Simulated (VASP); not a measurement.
# MgS (Pm-3m) in VASP: single point with LDA

Aim: the single point of MgS with LDA.

All numbers are computed with VASP 6.6.1; they aren't measurements. Logs are shortened: lines on timing, memory, paths and dates and some standing lists are left out, and cuts for length are marked.

**1. The cell of the first run**

The structure is cubic, space group Pm-3m (No. 221). The conventional cell has a = 3.179 Å, b = 3.179 Å, c = 3.179 Å, α = 90.00°, β = 90.00°, γ = 90.00°. Mg (site symmetry m-3m) has 8 S at 2.75 Å and 6 Mg at 3.18 Å within 3.6 Å. Within 3.6 Å of S (site symmetry m-3m) lie 8 Mg at 2.75 Å and 6 S at 3.18 Å.

**2. Single point, LDA (volume scaled by 0.974 of the coarse rest volume)**

The input, INCAR:

```
SYSTEM = MgS
ALGO = Normal ; EDIFF = 1E-7
ENCUT = 520 ; ISIF = 2
ISMEAR = -1 ; LASPH = .True.
LCHARG = .False. ; LREAL = .False.
LWAVE = .False. ; NBANDS = 11
NELM = 80 ; PREC = Accurate
SIGMA = 0.15
```

The input, KPOINTS:

```
k-points
0
Gamma
  14 14 14
  0 0 0
```

The input, POSCAR:

```
MgS
1.0
    3.1792000000      0.0000000000      0.0000000000
    0.0000000000      3.1792000000      0.0000000000
    0.0000000000      0.0000000000      3.1792000000
Mg S
1 1
Direct
    0.0000000000      0.0000000000      0.0000000000
    0.5000000000      0.5000000000      0.5000000000
```

Potentials or basis: VASP PAW LDA potentials, release 64 (Mg, S).

Run with:

```sh
$ cat potpaw_LDA.64/Mg/POTCAR potpaw_LDA.64/S/POTCAR > POTCAR
$ mpirun -np 1 vasp_std > vasp.out
```

OUTCAR:

```text
SYSTEM = MgS
   EDIFF = 1E-7
   ENCUT = 520
   ISIF = 2
   ISMEAR = -1
   LASPH = .True.
   LREAL = .False.
   NELM = 80
   PREC = Accurate

 ion  position               nearest neighbor table
   1  0.000  0.000  0.000-   2 2.75   2 2.75   2 2.75   2 2.75   2 2.75   2 2.75   2 2.75   2 2.75

   2  0.500  0.500  0.500-   1 2.75   1 2.75   1 2.75   1 2.75   1 2.75   1 2.75   1 2.75   1 2.75

  LATTYP: Found a simple cubic cell.
 ALAT       =     3.1792000000

  Lattice vectors:

 A1 = (   3.1792000000,   0.0000000000,   0.0000000000)
 A2 = (   0.0000000000,   3.1792000000,   0.0000000000)
 A3 = (   0.0000000000,   0.0000000000,   3.1792000000)

Analysis of symmetry for initial positions (statically):
=====================================================================
 Subroutine PRICEL returns:
 Original cell was already a primitive cell.

 Routine SETGRP: Setting up the symmetry group for a
 simple cubic supercell.

 Subroutine GETGRP returns: Found 48 space group operations
 (whereof 48 operations were pure point group operations)
 out of a pool of 48 trial point group operations.

The static configuration has the point symmetry O_h .

Analysis of symmetry for dynamics (positions and initial velocities):
=====================================================================
 Subroutine PRICEL returns:
 Original cell was already a primitive cell.

 Routine SETGRP: Setting up the symmetry group for a
 simple cubic supercell.

 Subroutine GETGRP returns: Found 48 space group operations
 (whereof 48 operations were pure point group operations)
 out of a pool of 48 trial point group operations.

The dynamic configuration has the point symmetry O_h .

 Subroutine INISYM returns: Found 48 space group operations
 (whereof 48 operations are pure point group operations),
 and found     1 'primitive' translations

----------------------------------------------------------------------------------------

                                     Primitive cell

  volume of cell :      32.1332

  direct lattice vectors                    reciprocal lattice vectors
     3.179200000  0.000000000  0.000000000     0.314544540  0.000000000  0.000000000
     0.000000000  3.179200000  0.000000000     0.000000000  0.314544540  0.000000000
     0.000000000  0.000000000  3.179200000     0.000000000  0.000000000  0.314544540

  length of vectors
     3.179200000  3.179200000  3.179200000     0.314544540  0.314544540  0.314544540

[... 88 lines left out ...]
   POTIM  = 0.5000    time-step for ionic-motion
   TEBEG  =    0.0;   TEEND  =   0.0 temperature during run
   PSTRESS=    0.0 pullay stress
   NELECT =       8.0000    total number of electrons
   NUPDOWN=      -1.0000    fix difference up-down
   EMIN   =  10.00;   EMAX   =-10.00  energy-range for DOS
   EFERMI =   0.00;   METHOD = LEGACY
   ISMEAR =    -1;   SIGMA  =   0.15  broadening in eV -4-tet -1-fermi 0-gaus
   EFERMI_NEDOS =   21; number of points for ismear=-14 and -15
   IALGO  =     38    algorithm
   IMIX   =      4    mixing-type and parameters
     AMIX     =   0.40;   BMIX     =  1.00
     AMIX_MAG =   1.60;   BMIX_MAG =  1.00
  volume/ion in A,a.u.               =      16.07       108.42
  Fermi-wavevector in a.u.,A,eV,Ry     =   1.029881  1.946193 14.431081  1.060655
  Thomas-Fermi vector in A             =   2.163951
   LORBIT       =      0    0 simple, 1 ext, 2 COOP (PROOUT), +10 PAW based schemes
   GGA     = CA    functional components
   LHFCALC =     F    Hartree Fock is set to
   AEXX    =    0.0000 exact exchange contribution
   IVDW    =     0    specifies the selected vdW correction
   LEPSILON=     F    determine dielectric tensor
   LRPA    =     F    only Hartree local field effects (RPA)
 non-spin polarized calculation
  energy-cutoff  :      520.00
  volume of cell :       32.13
 maximum number of plane-waves:       912
 NGX is ok and might be reduce to    24
   NGX = 11   NGY = 11   NGZ = 11

 number of electron       8.0000003 magnetization

 Free energy of the ion-electron system (eV)
  ---------------------------------------------------
  ext. energy  EPLUGINS =         0.00000000
  ---------------------------------------------------
  free energy    TOTEN  =        -8.36502720 eV

  energy without entropy =       -8.33042032  energy(sigma->0) =       -8.34772376

 E-fermi :   6.0186     XC(G=0): -10.4455

 val. band max:        5.9904879347   @ k =   0.4286   0.4286   0.0714
 cond. band min:       6.0560134778   @ k =   0.4286   0.3571   0.0000
 fundamental gap:      0.0655255431
 Fermi energy:         6.0186401172

 k-point     1 :       0.0000    0.0000    0.0000
  band No.  band energies     occupation
      1      -8.4741      2.00000
      2       4.6315      1.99981
      3       4.6315      1.99981
      4       4.6315      1.99981
      5       7.2663      0.00049
      6      10.1323      0.00000
      7      10.1323      0.00000
      8      19.1579      0.00000
      9      19.1579      0.00000
     10      19.1579      0.00000
     11      19.5702      0.00000
[... 309 lines left out ...]
 k-point    24 :       0.3571    0.2143    0.0000
  band No.  band energies     occupation
      1      -7.0535      2.00000
      2       0.1180      2.00000
      3       2.7424      2.00000
      4       5.5620      1.90907
      5       9.4752      0.00000
      6      10.9787      0.00000
      7      14.1978      0.00000
      8      14.6152      0.00000
      9      15.3466      0.00000
     10      17.3190      0.00000
     11      19.0159      0.00000

 [... further k-points ...]

------------------------ aborting loop because EDIFF is reached ----------------------------------------

  FORCE on cell =-STRESS in cart. coord.  units (eV):
  Direction    XX          YY          ZZ          XY          YZ          ZX
  --------------------------------------------------------------------------------------
  -------------------------------------------------------------------------------------
  Total        0.3653408      0.3653408      0.3653408      0.0000000     -0.0000000      0.0000000
  in kB       18.2160895     18.2160895     18.2160895      0.0000000     -0.0000000      0.0000000
  external PRESSURE =      18.2160895 kB  Pullay stress =       0.0000000 kB

 VOLUME and BASIS-vectors are now :
 -----------------------------------------------------------------------------
  energy-cutoff  :      520.00
  volume of cell :       32.13
      direct lattice vectors                 reciprocal lattice vectors
     3.179200000  0.000000000  0.000000000     0.314544540  0.000000000  0.000000000
     0.000000000  3.179200000  0.000000000     0.000000000  0.314544540  0.000000000
     0.000000000  0.000000000  3.179200000     0.000000000  0.000000000  0.314544540

 POSITION                                       TOTAL-FORCE (eV/Angst)
 -----------------------------------------------------------------------------------
      0.00000      0.00000      0.00000         0.000000      0.000000      0.000000
      1.58960      1.58960      1.58960         0.000000      0.000000      0.000000
 -----------------------------------------------------------------------------------
    total drift:                               -0.000000     -0.000000     -0.000000

  FREE ENERGIE OF THE ION-ELECTRON SYSTEM (eV)
  ---------------------------------------------------
  free  energy   TOTEN  =        -8.3650272007 eV

  energy  without entropy=       -8.3304203184  energy(sigma->0) =       -8.34772376
```

OSZICAR:

```text
N       E                     dE             d eps       ncg     rms          rms(c)
DAV:   1     0.195948787408E+02    0.19595E+02   -0.36863E+03  2800   0.599E+02
DAV:   2    -0.763128654556E+01   -0.27226E+02   -0.25477E+02  3320   0.981E+01
DAV:   3    -0.894775280002E+01   -0.13165E+01   -0.13101E+01  3273   0.222E+01
DAV:   4    -0.895424905993E+01   -0.64963E-02   -0.64957E-02  3108   0.186E+00
DAV:   5    -0.895429415243E+01   -0.45093E-04   -0.45092E-04  3274   0.157E-01    0.593E+00
DAV:   6    -0.843035792386E+01    0.52394E+00   -0.10796E+00  2850   0.399E+00    0.434E+00
DAV:   7    -0.837444785562E+01    0.55910E-01   -0.20590E-01  3182   0.185E+00    0.249E+00
DAV:   8    -0.836744268803E+01    0.70052E-02   -0.38199E-02  2811   0.955E-01    0.796E-01
DAV:   9    -0.836521601855E+01    0.22267E-02   -0.48026E-03  2980   0.307E-01    0.359E-01
DAV:  10    -0.836515185713E+01    0.64161E-04   -0.26589E-04  3060   0.965E-02    0.911E-02
DAV:  11    -0.836502989038E+01    0.12197E-03   -0.55258E-04  2893   0.897E-02    0.439E-02
DAV:  12    -0.836502788389E+01    0.20065E-05   -0.19426E-05  2985   0.259E-02    0.382E-02
DAV:  13    -0.836502729688E+01    0.58701E-06   -0.12621E-06  3055   0.615E-03    0.833E-03
DAV:  14    -0.836502720074E+01    0.96148E-07   -0.32189E-07  2698   0.247E-03
   1 F= -.83650272E+01 E0= -.83477238E+01  d E =-.346069E-01
```

stdout:

```text
POSCAR found type information on POSCAR MgS
 POSCAR found :  2 types and       2 ions
 scaLAPACK will be used
 LDA part: xc-table for (Slater(with rela. corr.)+CA(PZ))
 , standard interpolation
 POSCAR, INCAR and KPOINTS ok, starting setup
 FFT: planning ... GRIDC
 FFT: planning ... GRID_SOFT
 FFT: planning ... GRID
 WAVECAR not read
 entering main loop
```

Wall time 22 s (1 thread of Intel Xeon Platinum 8259CL at 2.50GHz (Skylake/Cascade Lake), shared host); peak memory 0.16 GiB.

What came out:

```
Free energy            : -8.3650 eV
Pressure               : 1.8 GPa
Band gap on the k mesh : zero (band 4 reaches 6.11 eV, above the bottom of band 5 at 5.66 eV)
```

Levels at points of the mesh, in eV from the Fermi level:
```csv
k point,band 1,band 2,band 3,band 4,band 5,band 6,band 7,band 8,band 9
"(0.00, 0.00, 0.00)",-14.49,-1.39,-1.39,-1.39,1.25,4.11,4.11,13.14,13.14
"(0.50, 0.00, 0.00)",-13.12,-7.21,-0.56,-0.56,4.13,6.78,7.04,7.51,7.51
"(0.50, 0.50, 0.00)",-11.98,-5.47,-5.47,-0.63,0.27,7.77,8.82,8.82,9.10
"(0.50, 0.50, 0.50)",-10.91,-4.11,-4.11,-4.11,1.43,1.43,1.43,5.66,17.28
```
